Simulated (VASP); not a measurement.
# TiO2 (P4_2/mnm) in VASP: further runs, part 2 of 3

VASP 6.6.1. The steps go on from the part before.

### Step 3. Single point, PBE

This run uses another cell than the first one, of 9.70 Å³/atom, 1.009 times its volume.

Input file INCAR:

```
PREC = Accurate ; ENCUT = 520
EDIFF = 1E-7 ; ISMEAR = 0
SIGMA = 0.05 ; LREAL = F
LASPH = T ; NELM = 100
ALGO = Normal ; ISIF = 2
LWAVE = F ; LCHARG = T
GGA = PE ; LELF = T
LVHAR = T ; NBANDS = 33
```

Input file KPOINTS:

```
regular mesh
0
Gamma
  6 6 10
```

Input file POSCAR:

```
TiO2
1.0
    4.3184000000      0.0000000000      0.0000000000
    0.0000000000      4.3184000000      0.0000000000
    0.0000000000      0.0000000000      3.1219000000
Ti O
2 4
Direct
    0.0000000000      0.0000000000      0.0000000000
    0.5000000000      0.5000000000      0.5000000000
    0.3050970583      0.3050970583      0.0000000000
    0.1949029417      0.8050970583      0.5000000000
    0.6949029417      0.6949029417      0.0000000000
    0.8050970583      0.1949029417      0.5000000000
```

Potentials or basis: VASP PAW PBE potentials, release 64 (Ti_sv, O).

Run with:

```console
> cat potpaw_PBE.64/Ti_sv/POTCAR potpaw_PBE.64/O/POTCAR > POTCAR
> mpirun -np 1 vasp_std > vasp.out
```

It took 37 s on 1 thread of Intel Xeon 6975P-C (Granite Rapids), shared host; peak memory 0.22 GiB.

The run converged. Its results:

```yaml
Free_energy: -52.8902 eV
Pressure: 22.2 GPa
Largest_force: 0.050 eV/Å
Band_gap_on_the_k_mesh: 2.06 eV, direct
```

Forces on the atoms (eV/Å):
```
Ti   0.000  0.000  0.000
Ti   0.000  0.000  0.000
O    0.035  0.035  0.000
O   -0.035  0.035  0.000
O   -0.035 -0.035  0.000
O    0.035 -0.035  0.000
```

Stress tensor (GPa, compression positive):
```
31.40  0.00  0.00
 0.00 31.40  0.00
 0.00  0.00  3.89
```

Levels at points of the mesh, in eV from the valence-band top:
| k point | band 20 | band 21 | band 22 | band 23 | band 24 | band 25 | band 26 | band 27 | band 28 | band 29 |
| --- | --- | --- | --- | --- | --- | --- | --- | --- | --- | --- |
| (0.00, 0.00, 0.00) | -2.26 | -0.86 | -0.17 | -0.17 | 0.00 | 2.06 | 2.48 | 2.48 | 2.52 | 2.59 |
| (0.50, 0.00, 0.00) | -2.97 | -2.23 | -2.23 | -0.73 | -0.73 | 2.86 | 2.86 | 3.28 | 3.28 | 3.69 |
| (0.50, 0.50, 0.00) | -2.03 | -1.71 | -1.71 | -0.67 | -0.67 | 2.25 | 2.25 | 2.53 | 2.53 | 3.95 |
| (0.00, 0.00, 0.50) | -2.94 | -2.04 | -2.04 | -1.23 | -1.23 | 2.66 | 2.66 | 3.50 | 3.50 | 4.11 |
| (0.50, 0.00, 0.50) | -2.47 | -2.03 | -2.03 | -1.00 | -1.00 | 2.14 | 2.14 | 2.80 | 2.80 | 4.34 |
| (0.50, 0.50, 0.50) | -1.99 | -1.39 | -1.39 | -0.48 | -0.48 | 2.76 | 2.76 | 2.94 | 2.94 | 3.59 |

A k mesh can miss the band edges. A hybrid or GW would open this gap; PBE tends to underestimate it.

### Step 4. Single point, PBE

This run uses another cell than the first one, of 9.68 Å³/atom, 1.006 times its volume.

Input file INCAR:

```
PREC = Accurate ; ENCUT = 520
EDIFF = 1E-6 ; ISMEAR = 0
SIGMA = 0.05 ; LREAL = F
LASPH = T ; NELM = 80
ALGO = Normal ; ISIF = 2
LWAVE = F ; LCHARG = F
GGA = PE ; NBANDS = 33
```

Input file KPOINTS:

```
Automatic mesh
0
Gamma
  6 6 10
```

POSCAR, as its differences from that of step 3:

```diff
@@ -2,5 +2,5 @@
 1.0
-    4.3184000000      0.0000000000      0.0000000000
-    0.0000000000      4.3184000000      0.0000000000
-    0.0000000000      0.0000000000      3.1219000000
+    4.4267000000      0.0000000000      0.0000000000
+    0.0000000000      4.4267000000      0.0000000000
+    0.0000000000      0.0000000000      2.9638636879
 Ti O
```

Potentials or basis: VASP PAW PBE potentials, release 64 (Ti_sv, O).

Run with:

```console
> cat potpaw_PBE.64/Ti_sv/POTCAR potpaw_PBE.64/O/POTCAR > POTCAR
> mpirun -np 1 vasp_std > vasp.out
```

OUTCAR:

```text
PREC = Accurate
   ENCUT = 520
   EDIFF = 1E-6
   ISMEAR = 0
   LREAL = F
   LASPH = T
   NELM = 80
   ISIF = 2
   GGA = PE

 ion  position               nearest neighbor table
   1  0.000  0.000  0.000-   3 1.91   5 1.91   4 1.92   6 1.92   4 1.92   6 1.92
   2  0.500  0.500  0.500-   4 1.91   6 1.91   5 1.92   3 1.92   3 1.92   5 1.92
   3  0.305  0.305  0.000-   1 1.91   2 1.92   2 1.92
   4  0.195  0.805  0.500-   2 1.91   1 1.92   1 1.92
   5  0.695  0.695  0.000-   1 1.91   2 1.92   2 1.92
   6  0.805  0.195  0.500-   2 1.91   1 1.92   1 1.92

  LATTYP: Found a simple tetragonal cell.
 ALAT       =     4.4267000000
 C/A-ratio  =     0.6695424781

  Lattice vectors:

 A1 = (   4.4267000000,   0.0000000000,   0.0000000000)
 A2 = (   0.0000000000,   4.4267000000,   0.0000000000)
 A3 = (   0.0000000000,   0.0000000000,   2.9638636879)

Analysis of symmetry for initial positions (statically):
=====================================================================
 Subroutine PRICEL returns:
 Original cell was already a primitive cell.

 Routine SETGRP: Setting up the symmetry group for a
 simple tetragonal supercell.

 Subroutine GETGRP returns: Found 16 space group operations
 (whereof  8 operations were pure point group operations)
 out of a pool of 16 trial point group operations.

The static configuration has the point symmetry D_2h.
 The point group associated with its full space group is D_4h.

Analysis of symmetry for dynamics (positions and initial velocities):
=====================================================================
 Subroutine PRICEL returns:
 Original cell was already a primitive cell.

 Routine SETGRP: Setting up the symmetry group for a
 simple tetragonal supercell.

 Subroutine GETGRP returns: Found 16 space group operations
 (whereof  8 operations were pure point group operations)
 out of a pool of 16 trial point group operations.
[... 125 lines left out ...]
   ISMEAR =     0;   SIGMA  =   0.05  broadening in eV -4-tet -1-fermi 0-gaus
   EFERMI_NEDOS =   21; number of points for ismear=-14 and -15
   IALGO  =     38    algorithm
   IMIX   =      4    mixing-type and parameters
     AMIX     =   0.40;   BMIX     =  1.00
     AMIX_MAG =   1.60;   BMIX_MAG =  1.00
  volume/ion in A,a.u.               =       9.68        65.32
  Fermi-wavevector in a.u.,A,eV,Ry     =   1.536323  2.903229 32.113659  2.360287
  Thomas-Fermi vector in A             =   2.642988
   LORBIT       =      0    0 simple, 1 ext, 2 COOP (PROOUT), +10 PAW based schemes
   GGA     = PE    functional components
   LHFCALC =     F    Hartree Fock is set to
   AEXX    =    0.0000 exact exchange contribution
   IVDW    =     0    specifies the selected vdW correction
   LEPSILON=     F    determine dielectric tensor
   LRPA    =     F    only Hartree local field effects (RPA)
 non-spin polarized calculation
 Gauss-broadening in eV      SIGMA  =   0.05
  energy-cutoff  :      520.00
  volume of cell :       58.08
 maximum number of plane-waves:      1584
 NGX is ok and might be reduce to    36
   NGX = 17   NGY = 17   NGZ = 11

 number of electron      47.9999963 magnetization

 Free energy of the ion-electron system (eV)
  ---------------------------------------------------
  ext. energy  EPLUGINS =         0.00000000
  ---------------------------------------------------
  free energy    TOTEN  =       -53.19685516 eV

  energy without entropy =      -53.19685516  energy(sigma->0) =      -53.19685516

 E-fermi :   5.9861     XC(G=0): -11.8163

 val. band max:        5.7236976797   @ k =   0.0000   0.0000   0.0000
 cond. band min:       7.7229417337   @ k =   0.0000   0.0000   0.0000
 fundamental gap:      1.9992440540
 Fermi energy:         5.9860585061

 k-point     1 :       0.0000    0.0000    0.0000
  band No.  band energies     occupation
      1     -51.0555      2.00000
      2     -51.0285      2.00000
      3     -27.4428      2.00000
      4     -27.4428      2.00000
      5     -27.2192      2.00000
      6     -27.2192      2.00000
[... 853 lines left out ...]
     32      11.5296      0.00000
     33      12.8090      0.00000

 [... further k-points ...]
[... 5 lines left out ...]
  --------------------------------------------------------------------------------------
  -------------------------------------------------------------------------------------
  Total        9.9653429      9.9653429      7.3863558     -0.0000000      0.0000000      0.0000000
  in kB      274.9061275    274.9061275    203.7616278     -0.0000000      0.0000000      0.0000000
  external PRESSURE =     251.1912943 kB  Pullay stress =       0.0000000 kB

 VOLUME and BASIS-vectors are now :
 -----------------------------------------------------------------------------
  energy-cutoff  :      520.00
  volume of cell :       58.08
      direct lattice vectors                 reciprocal lattice vectors
     4.426700000  0.000000000  0.000000000     0.225901913  0.000000000  0.000000000
     0.000000000  4.426700000  0.000000000     0.000000000  0.225901913  0.000000000
     0.000000000  0.000000000  2.963863688     0.000000000  0.000000000  0.337397433

 POSITION                                       TOTAL-FORCE (eV/Angst)
 -----------------------------------------------------------------------------------
      0.00000      0.00000      0.00000         0.000000      0.000000      0.000000
      2.21335      2.21335      1.48193         0.000000      0.000000      0.000000
      1.35057      1.35057      0.00000        -0.248988     -0.248988     -0.000000
      0.86278      3.56392      1.48193         0.248988     -0.248988      0.000000
      3.07613      3.07613      0.00000         0.248988      0.248988      0.000000
      3.56392      0.86278      1.48193        -0.248988      0.248988      0.000000
 -----------------------------------------------------------------------------------
    total drift:                               -0.000000      0.000000     -0.000000

  FREE ENERGIE OF THE ION-ELECTRON SYSTEM (eV)
  ---------------------------------------------------
  free  energy   TOTEN  =       -53.1968551624 eV

  energy  without entropy=      -53.1968551624  energy(sigma->0) =      -53.19685516
```

OSZICAR:

```text
N       E                     dE             d eps       ncg     rms          rms(c)
DAV:   1     0.659741170181E+03    0.65974E+03   -0.24335E+04  3968   0.175E+03
DAV:   2     0.260660471921E+02   -0.63368E+03   -0.58230E+03  4322   0.518E+02
DAV:   3    -0.653457742440E+02   -0.91412E+02   -0.89271E+02  5372   0.191E+02
DAV:   4    -0.701386734650E+02   -0.47929E+01   -0.47819E+01  5681   0.412E+01
DAV:   5    -0.702911815768E+02   -0.15251E+00   -0.15249E+00  5260   0.613E+00    0.340E+01
DAV:   6    -0.531557125881E+02    0.17135E+02   -0.70569E+01  5265   0.915E+01    0.102E+01
DAV:   7    -0.533266309815E+02   -0.17092E+00   -0.11360E+01  4896   0.296E+01    0.992E+00
DAV:   8    -0.531889687585E+02    0.13766E+00   -0.46413E-01  5191   0.671E+00    0.618E+00
DAV:   9    -0.532466240675E+02   -0.57655E-01   -0.59283E-01  5093   0.820E+00    0.242E+00
DAV:  10    -0.532023764551E+02    0.44248E-01   -0.18241E-01  4939   0.519E+00    0.806E-01
DAV:  11    -0.531969762218E+02    0.54002E-02   -0.20146E-02  5404   0.102E+00    0.128E-01
DAV:  12    -0.531969698244E+02    0.63974E-05   -0.70248E-04  5443   0.190E-01    0.896E-02
DAV:  13    -0.531968557927E+02    0.11403E-03   -0.36348E-04  4965   0.258E-01    0.175E-02
DAV:  14    -0.531968546623E+02    0.11303E-05   -0.27898E-05  5415   0.481E-02    0.487E-03
DAV:  15    -0.531968551624E+02   -0.50007E-06   -0.36402E-06  4038   0.176E-02
   1 F= -.53196855E+02 E0= -.53196855E+02  d E =-.864053E-16
```

stdout:

```text
POSCAR found type information on POSCAR TiO
 POSCAR found :  2 types and       6 ions
 scaLAPACK will be used
 LDA part: xc-table for (Slater+PW92), standard interpolation
 POSCAR, INCAR and KPOINTS ok, starting setup
 FFT: planning ... GRIDC
 FFT: planning ... GRID_SOFT
 FFT: planning ... GRID
 WAVECAR not read
 entering main loop
```

Wall time 43 s (1 thread of Intel Xeon 6975P-C (Granite Rapids), shared host); peak memory 0.23 GiB.

What came out:

| Property | Result |
| --- | --- |
| Free energy | -53.1969 eV |
| Pressure | 25.1 GPa |
| Largest force | 0.352 eV/Å |
| Band gap on the k mesh | 2.00 eV, direct |

Forces on the atoms (eV/Å):
```
Ti   0.000  0.000  0.000
Ti   0.000  0.000  0.000
O   -0.249 -0.249  0.000
O    0.249 -0.249  0.000
O    0.249  0.249  0.000
O   -0.249  0.249  0.000
```

Stress tensor (GPa, compression positive):
```
27.49  0.00  0.00
 0.00 27.49  0.00
 0.00  0.00 20.38
```

Levels at points of the mesh, in eV from the valence-band top:
| k point | band 22 | band 23 | band 24 | band 25 | band 26 | band 27 |
| --- | --- | --- | --- | --- | --- | --- |
| (0.00, 0.00, 0.00) | -0.43 | -0.43 | 0.00 | 2.00 | 2.43 | 2.46 |
| (0.50, 0.00, 0.00) | -1.96 | -0.84 | -0.84 | 2.79 | 2.79 | 3.23 |
| (0.50, 0.50, 0.00) | -1.53 | -1.01 | -1.01 | 2.10 | 2.10 | 2.60 |
| (0.00, 0.00, 0.50) | -2.65 | -1.46 | -1.46 | 3.12 | 3.12 | 3.25 |
| (0.50, 0.00, 0.50) | -2.19 | -1.16 | -1.16 | 2.01 | 2.01 | 3.17 |
| (0.50, 0.50, 0.50) | -1.48 | -0.66 | -0.66 | 2.77 | 2.77 | 3.19 |

A k mesh can miss the band edges. A hybrid or GW would open this gap; PBE tends to underestimate it.

(Part 2 of 3 ends here.)
